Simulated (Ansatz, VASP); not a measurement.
# Si2O in VASP and in Ansatz

```
Si O
1.0
     3.34058    0.00000    0.00000
     0.00000    4.71268    0.00000
    -0.66744    0.00000    6.13177
Si O
4 2
Direct
  0.50000 0.19836 0.50000
  0.50000 0.80164 0.50000
  0.50000 0.31557 0.00000
  0.50000 0.68443 0.00000
  0.00000 0.00000 0.50000
  0.50000 0.00000 0.00000
```

Alike in both runs: task single point; functional PBE; k mesh 6 × 4 × 4; occupations gaussian, width 0.1 eV; no spin polarisation.

```csv
,VASP,Ansatz
version,VASP 6.6.1,Ansatz 0.2.0
potentials or method,"VASP PAW PBE potentials, release 64 (Si, O), cutoff 520 eV","scalar-relativistic, plane waves, PAW"
valence electrons in the cell,28,28
```

|  | VASP | Ansatz | Ansatz less VASP |
| --- | --- | --- | --- |
| gap on the k mesh at the Fermi level (eV) | none | none | - |
| rms of the force components (eV/Å) | 4.526 | 4.584 | +0.0579 |

Atom by atom the forces differ by 0.060 eV/Å (rms over components). A gap of «none» marks a metal or a gap that the smearing closes.
